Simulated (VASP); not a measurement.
# SbS5 in VASP: notebook

SbS5 is run at these levels: PBE; tasks: single point, relaxation of cell and atoms.

Everything below comes from runs of VASP 6.6.1. Logs are shortened: lines on timing, memory, paths and dates and some standing lists are left out, and cuts for length are marked.

### 1 The cell of the first run

The typed cell holds 6 atoms: a = 5.346 Å, b = 5.346 Å, c = 5.346 Å, α = 79.81°, β = 79.81°, γ = 79.81°.

The cell was generated, and may not be a known phase.

### 2 Single point, PBE

INCAR reads:

```
SYSTEM = SbS5
PREC = Accurate
ENCUT = 520
EDIFF = 1E-6
ISMEAR = 0
SIGMA = 0.1
LREAL = .False.
LASPH = .True.
NELM = 80
ALGO = Normal
ISIF = 2
LWAVE = .False.
LCHARG = .True.
GGA = PE
LELF = .True.
LVHAR = .True.
NBANDS = 26
```

KPOINTS reads:

```
regular mesh
0
Gamma
  3 3 3
  0 0 0
```

POSCAR reads:

```
SbS5
1.0
    3.4296408186      1.9801040498      3.5915855831
   -3.4296408186      1.9801040498      3.5915855831
    0.0000000000     -3.9602080997      3.5915855831
Sb S
1 5
Direct
    0.5000000000      0.5000000000      0.5000000000
    0.5000995410      0.4999004590      0.0000000000
    0.2142497000      0.2142497000      0.2142497000
    0.0000000000      0.5000995410      0.4999004590
    0.4999004590      0.0000000000      0.5000995410
    0.7857503000      0.7857503000      0.7857503000
```

Potentials or basis: VASP PAW PBE potentials, release 64 (Sb, S).

Command:

```bash
$ cat potpaw_PBE.64/Sb/POTCAR potpaw_PBE.64/S/POTCAR > POTCAR
$ mpirun -np 1 vasp_std > vasp.out
```

OUTCAR:

```text
SYSTEM = SbS5
   PREC = Accurate
   ENCUT = 520
   EDIFF = 1E-6
   ISMEAR = 0
   LREAL = .False.
   LASPH = .True.
   NELM = 80
   ISIF = 2
   GGA = PE

 ion  position               nearest neighbor table
   1  0.500  0.500  0.500-   4 2.67   5 2.67   5 2.67   4 2.67   2 2.67   2 2.67   6 3.08   3 3.08

   2  0.500  0.500  0.000-   3 2.36   6 2.36   1 2.67   1 2.67
   3  0.214  0.214  0.214-   2 2.36   4 2.36   5 2.36   1 3.08
   4  0.000  0.500  0.500-   3 2.36   6 2.36   1 2.67   1 2.67
   5  0.500  0.000  0.500-   6 2.36   3 2.36   1 2.67   1 2.67
   6  0.786  0.786  0.786-   2 2.36   5 2.36   4 2.36   1 3.08

  LATTYP: Found a trigonal (rhomboedric) cell.
 ALAT       =     5.3462823713
 COS(alpha) =     0.1769551749

  Lattice vectors:

 A1 = (   3.4296408186,   1.9801040498,   3.5915855831)
 A2 = (  -3.4296408186,   1.9801040498,   3.5915855831)
 A3 = (   0.0000000000,  -3.9602080997,   3.5915855831)

Analysis of symmetry for initial positions (statically):
=====================================================================
 Subroutine PRICEL returns:
 Original cell was already a primitive cell.

 Routine SETGRP: Setting up the symmetry group for a
 trigonal (rhombohedral) supercell.

 Subroutine GETGRP returns: Found  6 space group operations
 (whereof  6 operations were pure point group operations)
 out of a pool of 12 trial point group operations.

The static configuration has the point symmetry D_3 .

Analysis of symmetry for dynamics (positions and initial velocities):
=====================================================================
 Subroutine PRICEL returns:
 Original cell was already a primitive cell.

 Routine SETGRP: Setting up the symmetry group for a
 trigonal (rhombohedral) supercell.

 Subroutine GETGRP returns: Found  6 space group operations
 (whereof  6 operations were pure point group operations)
 out of a pool of 12 trial point group operations.

The dynamic configuration has the point symmetry D_3 .

 Subroutine INISYM returns: Found  6 space group operations
 (whereof  6 operations are pure point group operations),
 and found     1 'primitive' translations

----------------------------------------------------------------------------------------

                                     Primitive cell

  volume of cell :     146.3437

  direct lattice vectors                    reciprocal lattice vectors
     3.429640819  1.980104050  3.591585583     0.145787861  0.084170661  0.092809520
    -3.429640819  1.980104050  3.591585583    -0.145787861  0.084170661  0.092809520
     0.000000000 -3.960208100  3.591585583     0.000000000 -0.168341322  0.092809520

  length of vectors
     5.346282371  5.346282371  5.346282371     0.192230090  0.192230090  0.192230090

  position of ions in fractional coordinates (direct lattice)
     0.500000000  0.500000000  0.500000000
     0.500099541  0.499900459  0.000000000
     0.214249700  0.214249700  0.214249700
     0.000000000  0.500099541  0.499900459
     0.499900459  0.000000000  0.500099541
     0.785750300  0.785750300  0.785750300

  ion indices of the primitive-cell ions
   primitive index   ion index
                 1           1
                 2           2
                 3           3
                 4           4
                 5           5
                 6           6

----------------------------------------------------------------------------------------

 KPOINTS: regular mesh

Automatic generation of k-mesh.
 Grid dimensions read from file:
 generate k-points for:    3    3    3

 Generating k-lattice:

  Cartesian coordinates                     Fractional coordinates (reciprocal lattice)
     0.048595954  0.028056887  0.030936507     0.333333333  0.000000000  0.000000000
    -0.048595954  0.028056887  0.030936507     0.000000000  0.333333333  0.000000000
     0.000000000 -0.056113774  0.030936507     0.000000000  0.000000000  0.333333333

  Length of vectors
     0.064076697  0.064076697  0.064076697

  Shift w.r.t. Gamma in fractional coordinates (k-lattice)
     0.000000000  0.000000000  0.000000000

 Subroutine IBZKPT returns following result:
 ===========================================

 Found      6 irreducible k-points:

 Following reciprocal coordinates:
            Coordinates               Weight
  0.000000  0.000000  0.000000      1.000000
  0.333333  0.000000  0.000000      6.000000
  0.333333  0.333333  0.000000      6.000000
 -0.333333  0.333333  0.000000      6.000000
  0.333333  0.333333  0.333333      2.000000
 -0.333333  0.333333  0.333333      6.000000
   k-points           NKPTS =      6   k-points in BZ     NKDIM =      6   number of bands    NBANDS=     26
   number of dos      NEDOS =    301   number of ions     NIONS =      6
   total plane-waves  NPLWV =  64000
   dimension x,y,z NGX =    40 NGY =   40 NGZ =   40
   dimension x,y,z NGXF=    80 NGYF=   80 NGZF=   80
   ions per type =               1   5
   NGX,Y,Z   is equivalent  to a cutoff of  12.44, 12.44, 12.44 a.u.
   NGXF,Y,Z  is equivalent  to a cutoff of  24.88, 24.88, 24.88 a.u.
 SYSTEM =  SbS5
   PREC   = accura    normal or accurate (medium, high low for compatibility)
   ISTART =      0    job   : 0-new  1-cont  2-samecut
   ICHARG =      2    charge: 1-file 2-atom 10-const
   ISPIN  =      1    spin polarized calculation?
   LNONCOLLINEAR =      F non collinear calculations
   LSORBIT =      F    spin-orbit coupling
   LASPH  =      T    aspherical Exc in radial PAW
   ENCUT  =  520.0 eV  38.22 Ry    6.18 a.u.   9.94  9.94  9.94*2*pi/ulx,y,z
   NELM   =     80;   NELMIN=  2; NELMDL= -5     # of ELM steps
   EDIFF  = 0.1E-05   stopping-criterion for ELM
   LREAL  =      F    real-space projection
   EDIFFG = 0.1E-04   stopping-criterion for IOM
   NSW    =      0    number of steps for IOM
   IBRION =     -1    ionic relax: 0-MD 1-quasi-New 2-CG
   NFREE  =      0    steps in history (QN), initial steepest desc. (CG)
   ISIF   =      2    stress and relaxation
   ISYM   =      2    0-nonsym 1-usesym 2-fastsym
   POTIM  = 0.5000    time-step for ionic-motion
   TEBEG  =    0.0;   TEEND  =   0.0 temperature during run
   PSTRESS=    0.0 pullay stress
   NELECT =      35.0000    total number of electrons
   NUPDOWN=      -1.0000    fix difference up-down
   EMIN   =  10.00;   EMAX   =-10.00  energy-range for DOS
   EFERMI =   0.00;   METHOD = LEGACY
   ISMEAR =     0;   SIGMA  =   0.10  broadening in eV -4-tet -1-fermi 0-gaus
   EFERMI_NEDOS =   21; number of points for ismear=-14 and -15
   IALGO  =     38    algorithm
   IMIX   =      4    mixing-type and parameters
     AMIX     =   0.40;   BMIX     =  1.00
     AMIX_MAG =   1.60;   BMIX_MAG =  1.00
  volume/ion in A,a.u.               =      24.39       164.60
  Fermi-wavevector in a.u.,A,eV,Ry     =   1.016185  1.920311 14.049812  1.032632
  Thomas-Fermi vector in A             =   2.149514
   LORBIT       =      0    0 simple, 1 ext, 2 COOP (PROOUT), +10 PAW based schemes
   GGA     = PE    functional components
   LHFCALC =     F    Hartree Fock is set to
   AEXX    =    0.0000 exact exchange contribution
   IVDW    =     0    specifies the selected vdW correction
   LEPSILON=     F    determine dielectric tensor
   LRPA    =     F    only Hartree local field effects (RPA)
 non-spin polarized calculation
 Gauss-broadening in eV      SIGMA  =   0.10
  energy-cutoff  :      520.00
  volume of cell :      146.34
 maximum number of plane-waves:      3959
   NGX = 19   NGY = 19   NGZ = 19

 number of electron      35.0000006 magnetization

 Free energy of the ion-electron system (eV)
  ---------------------------------------------------
  ext. energy  EPLUGINS =         0.00000000
  ---------------------------------------------------
  free energy    TOTEN  =       -23.34037371 eV

  energy without entropy =      -23.33038369  energy(sigma->0) =      -23.33537870

 E-fermi :   3.6811     XC(G=0):  -8.8330

 val. band max:        3.6333875404   @ k =   0.3333   0.3333   0.0000
 cond. band min:       3.9712739060   @ k =  -0.3333   0.3333   0.3333
 fundamental gap:      0.3378863656
 Fermi energy:         3.6810767569

 k-point     1 :       0.0000    0.0000    0.0000
  band No.  band energies     occupation
      1     -11.8832      2.00000
      2      -9.3089      2.00000
      3      -8.7653      2.00000
      4      -8.7653      2.00000
      5      -6.6592      2.00000
      6      -2.8226      2.00000
[... 18 lines left out ...]
     25       9.3097      0.00000
     26       9.8796      0.00000

 k-point     2 :       0.3333    0.0000    0.0000
  band No.  band energies     occupation
      1     -11.5615      2.00000
      2     -10.3001      2.00000
      3      -8.7539      2.00000
      4      -7.7795      2.00000
      5      -6.9539      2.00000
      6      -4.1685      2.00000
[... 18 lines left out ...]
     25       9.9537      0.00000
     26      10.5333      0.00000

 k-point     3 :       0.3333    0.3333    0.0000
  band No.  band energies     occupation
      1     -11.4000      2.00000
      2     -10.2917      2.00000
      3      -9.0092      2.00000
      4      -7.8638      2.00000
      5      -6.8285      2.00000
      6      -5.0926      2.00000
[... 18 lines left out ...]
     25       9.9116      0.00000
     26      10.3856      0.00000

 k-point     4 :      -0.3333    0.3333    0.0000
  band No.  band energies     occupation
      1     -11.1134      2.00000
      2     -10.7914      2.00000
      3      -8.9243      2.00000
      4      -7.4624      2.00000
      5      -6.9809      2.00000
      6      -5.2070      2.00000
[... 18 lines left out ...]
     25      10.0733      0.00000
     26      11.0936      0.00000

 k-point     5 :       0.3333    0.3333    0.3333
  band No.  band energies     occupation
      1     -11.4690      2.00000
      2      -9.4432      2.00000
      3      -8.9862      2.00000
      4      -8.9859      2.00000
      5      -6.7801      2.00000
      6      -5.5654      2.00000
[... 18 lines left out ...]
     25      10.1974      0.00000
     26      10.1990      0.00000

 k-point     6 :      -0.3333    0.3333    0.3333
  band No.  band energies     occupation
      1     -11.1424      2.00000
      2     -10.4900      2.00000
      3      -8.9920      2.00000
      4      -8.0237      2.00000
      5      -6.5937      2.00000
      6      -6.0274      2.00000
[... 18 lines left out ...]
     25      10.3850      0.00000
     26      10.6283      0.00000

------------------------ aborting loop because EDIFF is reached ----------------------------------------

  FORCE on cell =-STRESS in cart. coord.  units (eV):
  Direction    XX          YY          ZZ          XY          YZ          ZX
  --------------------------------------------------------------------------------------
  -------------------------------------------------------------------------------------
  Total        0.1391605      0.1391605     -0.1557349     -0.0000000      0.0000000      0.0000000
  in kB        1.5235346      1.5235346     -1.7049922     -0.0000000      0.0000000      0.0000000
  external PRESSURE =       0.4473590 kB  Pullay stress =       0.0000000 kB

 VOLUME and BASIS-vectors are now :
 -----------------------------------------------------------------------------
  energy-cutoff  :      520.00
  volume of cell :      146.34
      direct lattice vectors                 reciprocal lattice vectors
     3.429640819  1.980104050  3.591585583     0.145787861  0.084170661  0.092809520
    -3.429640819  1.980104050  3.591585583    -0.145787861  0.084170661  0.092809520
     0.000000000 -3.960208100  3.591585583     0.000000000 -0.168341322  0.092809520

 POSITION                                       TOTAL-FORCE (eV/Angst)
 -----------------------------------------------------------------------------------
      0.00000     -0.00000      5.38738         0.000000      0.000000      0.000000
      0.00068      1.98010      3.59159        -0.001157      0.000000     -0.000000
      0.00000     -0.00000      2.30849         0.000000     -0.000000      0.039186
     -1.71516     -0.98946      3.59159         0.000578     -0.001002      0.000000
      1.71448     -0.99064      3.59159         0.000578      0.001002      0.000000
      0.00000     -0.00000      8.46627         0.000000      0.000000     -0.039186
 -----------------------------------------------------------------------------------
    total drift:                               -0.000000      0.000000      0.000000

  FREE ENERGIE OF THE ION-ELECTRON SYSTEM (eV)
  ---------------------------------------------------
  free  energy   TOTEN  =       -23.3403737088 eV

  energy  without entropy=      -23.3303836947  energy(sigma->0) =      -23.33537870
```

It took 14 s on 1 thread of Intel Xeon 6975P-C (Granite Rapids), shared host; peak memory 0.23 GiB.

Results:

| Property | Result |
| --- | --- |
| Free energy | -23.3404 eV |
| Pressure | 0.0 GPa |
| Largest force | 0.039 eV/Å |
| Band gap on the k mesh | zero (an odd number of electrons rules out a gap without spin polarisation) |

Forces in eV/Å, atoms in the order of the input:
```
Sb   0.000  0.000  0.000
S   -0.001  0.000  0.000
S    0.000  0.000  0.039
S    0.001 -0.001  0.000
S    0.001  0.001  0.000
S    0.000  0.000 -0.039
```

Caveat: the k points lie up to 0.40 Å⁻¹ apart, too coarse for converged energies and pressures of a metal; spin-orbit coupling is left out, which moves the levels of the heavy elements; an odd number of electrons without spin polarisation forces a metal; a magnetic or distorted state may lie lower.

### 3 Single point, PBE

This run uses another cell than the first one, of 24.62 Å³/atom.

INCAR reads:

```
SYSTEM = SbS5
PREC = Accurate
ENCUT = 520
EDIFF = 1E-7
ISMEAR = 0
SIGMA = 0.1
LREAL = .False.
LASPH = .True.
NELM = 100
ALGO = Normal
ISIF = 2
LWAVE = .False.
LCHARG = .False.
GGA = PE
NBANDS = 26
```

KPOINTS reads:

```
regular mesh
0
Gamma
  6 6 6
  0 0 0
```

POSCAR reads:

```
SbS5
1.0
    3.4532535815      1.9937368849      3.5762233616
   -3.4532535815      1.9937368849      3.5762233616
    0.0000000000     -3.9874737698      3.5762233616
Sb S
1 5
Direct
    0.5000000000      0.5000000000      0.5000000000
    0.5000000000      0.5000000000      0.0000000000
    0.2156914628      0.2156914628      0.2156914628
    0.0000000000      0.5000000000      0.5000000000
    0.5000000000      0.0000000000      0.5000000000
    0.7843085372      0.7843085372      0.7843085372
```

Potentials or basis: VASP PAW PBE potentials, release 64 (Sb, S).

Command:

```bash
$ cat potpaw_PBE.64/Sb/POTCAR potpaw_PBE.64/S/POTCAR > POTCAR
$ mpirun -np 1 vasp_std > vasp.out
```

It took 65 s on 1 thread of Intel Xeon 6975P-C (Granite Rapids), shared host; peak memory 0.28 GiB.

The run converged. Its results:

* Free energy: -23.2080 eV
* Pressure: -0.2 GPa
* Largest force: 0.030 eV/Å
* Band gap on the k mesh: zero (an odd number of electrons rules out a gap without spin polarisation)

Forces in eV/Å, atoms in the order of the input:
```
Sb   0.000  0.000  0.000
S    0.000  0.000  0.000
S    0.000  0.000  0.030
S    0.000  0.000  0.000
S    0.000  0.000  0.000
S    0.000  0.000 -0.030
```

Stress tensor (GPa, compression positive):
```
-0.17  0.00  0.00
 0.00 -0.17  0.00
 0.00  0.00 -0.28
```

Levels at points of the mesh, in eV from the Fermi level:
```csv
k point,band 15,band 16,band 17,band 18,band 19,band 20,band 21,band 22
"(0.00, 0.00, 0.00)",-1.58,-1.41,-1.41,-0.79,3.33,3.36,3.36,5.16
"(0.50, 0.00, 0.00)",-1.18,-0.70,-0.58,-0.26,1.63,2.21,2.75,2.81
"(0.50, 0.50, 0.00)",-1.00,-0.94,-0.84,0.75,1.05,1.38,3.23,3.34
"(0.50, 0.50, 0.50)",-0.98,-0.98,-0.45,0.32,0.32,0.79,0.84,3.21
```

Caveat: spin-orbit coupling is left out, which moves the levels of the heavy elements; an odd number of electrons without spin polarisation forces a metal; a magnetic or distorted state may lie lower.

### 4 Relaxation of cell and atoms, PBE

INCAR reads:

```
SYSTEM = SbS5
PREC     = Accurate       ! precision mode
ENCUT    = 600            ! plane-wave cutoff, eV
EDIFF    = 1E-6           ! SCF threshold, eV
ISMEAR   = 0              ! smearing method
SIGMA    = 0.1            ! smearing width, eV
LREAL    = .False.        ! projectors in reciprocal space
LASPH    = .True.         ! aspherical terms in the spheres
NELM     = 80             ! most SCF steps
ALGO     = Normal         ! electronic algorithm
ISIF     = 3              ! what is computed and relaxed
LWAVE    = .False.        ! write WAVECAR
LCHARG   = .False.        ! write CHGCAR
GGA      = PE             ! functional
IBRION   = 2              ! ionic algorithm
NSW      = 100            ! ionic steps
EDIFFG   = -0.01          ! ionic threshold
```

KPOINTS is that of step 3.

POSCAR reads:

```
SbS5
1.0
    3.4296408186      1.9801040498      3.5915855831
   -3.4296408186      1.9801040498      3.5915855831
    0.0000000000     -3.9602080997      3.5915855831
Sb S
1 5
Direct
    0.5000000000      0.5000000000      0.5000000000
    0.5000000000      0.5000000000      0.0000000000
    0.2142497000      0.2142497000      0.2142497000
    0.0000000000      0.5000000000      0.5000000000
    0.5000000000      0.0000000000      0.5000000000
    0.7857503000      0.7857503000      0.7857503000
```

Command:

```bash
$ cat potpaw_PBE.64/Sb/POTCAR potpaw_PBE.64/S/POTCAR > POTCAR
$ mpirun -np 1 vasp_std > vasp.out
```

Run time: 4.6 min. Hardware: 1 thread of Intel Xeon 6975P-C (Granite Rapids), shared host; peak memory 0.39 GiB.

It converged, with:

```
Free energy                           : -23.2089 eV
Relaxed volume                        : 24.53 Å³/atom
Relaxed cell                          : a = 5.348 Å, b = 5.348 Å, c = 5.348 Å, α = 80.42°, β = 80.42°, γ = 80.42°
Space group after relaxing (to 0.1 Å) : R-3m (No. 166)
Energy gained by relaxing             : 0.4 meV/atom
Ionic steps                           : 7
Pressure after relaxing               : 0.0 GPa
Largest force after relaxing          : 0.003 eV/Å
Band gap on the k mesh                : zero (an odd number of electrons rules out a gap without spin polarisation)
```

Forces in eV/Å, atoms in the order of the input:
```
Sb   0.000  0.000  0.000
S    0.000  0.000  0.000
S    0.000  0.000  0.003
S    0.000  0.000  0.000
S    0.000  0.000  0.000
S    0.000  0.000 -0.003
```

The path:
```tsv
step	energy change (eV)	largest force (eV/Å)	pressure (GPa)	volume (Å³)
1	0.0000	0.0719	-0.07	146.34
2	-0.0009	0.0258	0.12	146.10
3	-0.0010	0.0024	0.22	145.98
4	-0.0017	0.0053	0.14	146.35
5	-0.0024	0.0127	-0.02	147.17
6	-0.0024	0.0132	-0.03	147.20
7	-0.0024	0.0035	0.01	147.18
```

Final structure:
```
CELL_PARAMETERS angstrom
3.45239 1.99324 3.56461
-3.45239 1.99324 3.56461
0.00000 -3.98647 3.56461
ATOMIC_POSITIONS crystal
Sb 0.50000 0.50000 0.50000
S 0.50000 0.50000 0.00000
S 0.21549 0.21549 0.21549
S 0.00000 0.50000 0.50000
S 0.50000 0.00000 0.50000
S 0.78451 0.78451 0.78451
```

Levels at points of the mesh, in eV from the Fermi level:
| k point | band 15 | band 16 | band 17 | band 18 | band 19 | band 20 | band 21 |
| --- | --- | --- | --- | --- | --- | --- | --- |
| (0.00, 0.00, 0.00) | -1.59 | -1.42 | -1.42 | -0.80 | 3.34 | 3.36 | 3.36 |
| (0.50, 0.00, 0.00) | -1.19 | -0.70 | -0.59 | -0.26 | 1.64 | 2.20 | 2.79 |
| (0.50, 0.50, 0.00) | -1.01 | -0.95 | -0.85 | 0.76 | 1.05 | 1.39 | 3.23 |
| (0.50, 0.50, 0.50) | -0.99 | -0.99 | -0.45 | 0.33 | 0.33 | 0.81 | 0.86 |

Caveat: spin-orbit coupling is left out, which moves the levels of the heavy elements; an odd number of electrons without spin polarisation forces a metal; a magnetic or distorted state may lie lower.

### 5 The runs side by side

| task | cell | k mesh | cutoff (eV) | gap on the mesh (eV) | pressure (GPa) | largest force (eV/Å) |
| --- | --- | --- | --- | --- | --- | --- |
| single point | a = 5.346 Å, angles 79.8°, 6 atoms, atomic positions A | 3 × 3 × 3 | 520 | none | 0.0 | 0.04 |
| single point | a = 5.356 Å, angles 80.3°, 6 atoms, atomic positions B | 6 × 6 × 6 | 520 | none | -0.2 | 0.03 |
| relaxation of cell and atoms | relaxed from a = 5.346 Å, angles 79.8°, 6 atoms, atomic positions C | 6 × 6 × 6 | 600 | none | 0.0 | - |

Alike in all rows: level PBE; potentials or basis VASP PAW PBE potentials, release 64 (Sb, S); no spin polarisation; smearing gaussian 0.1 eV.

Caveats: some runs use coarse meshes; spin-orbit coupling is left out, which moves the levels of the heavy elements; an odd number of electrons without spin polarisation forces a metal; a magnetic or distorted state may lie lower.

Absolute energies hang on the potentials; compare differences alone.

The gap in the log of VASP goes by the Fermi energy; the results here count the filled bands.